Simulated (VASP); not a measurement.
Here is a VASP 6.6.1 calculation.

POSCAR

```
Te
1.0
    4.6324895870      0.0000000000      0.0000000000
   -2.3162447935      4.0118536651      0.0000000000
    0.0000000000      0.0000000000      5.8869033494
Te
3
Direct
    0.2535874851      0.0000000000      0.3333333333
    1.0000000000      0.2535874851      0.6666666667
    0.7464125149      0.7464125149      0.0000000000
```

The input INCAR.step1:

```
SYSTEM = Te
ALGO = Normal
EDIFF = 1E-4
ENCUT = 520
GGA = PE
ISMEAR = -1
LASPH = .TRUE.
LCHARG = .FALSE.
LREAL = .FALSE.
LWAVE = .TRUE.
NBANDS = 16
NELM = 100
PREC = Accurate
SIGMA = 0.05
```

Contents of INCAR.step2:

```
SYSTEM = Te
ALGO = Normal
EDIFF = 1E-7
ENCUT = 520
ISIF = 2
ISMEAR = -1
ISTART = 1
LASPH = .TRUE.
LCHARG = .FALSE.
LMIXTAU = .TRUE.
LREAL = .FALSE.
LWAVE = .FALSE.
METAGGA = R2SCAN
NBANDS = 16
NELM = 100
PREC = Accurate
SIGMA = 0.05
```

File KPOINTS:

```
k-points
0
G
  2 2 2
  0 0 0
```

Potentials or basis: VASP PAW PBE potentials, release 64 (Te).

Command:

```console
$ cat potpaw_PBE.64/Te/POTCAR > POTCAR
$ cp INCAR.step1 INCAR
$ mpirun -np 1 vasp_std > vasp.out
$ cp INCAR.step2 INCAR
$ mpirun -np 1 vasp_std > vasp.out
```

Q: What does it give for the pressure?

A: 0.8 GPa.

Q: What does it give for the band gap on the k mesh?

A: 0.88 eV, indirect (least direct gap 1.29 eV).

Q: What does it give for the largest force?

A: 0.463 eV/Å.

Stress tensor (GPa, compression positive):
```
 2.18  0.00  0.00
 0.00  2.18  0.00
 0.00  0.00 -2.00
```

Caveat: the k points lie up to 0.78 Å⁻¹ apart; the PAW data sets were made with another functional, which shifts forces and pressure a little; spin-orbit coupling is left out, which moves the levels of the heavy elements. A k mesh can miss the band edges.
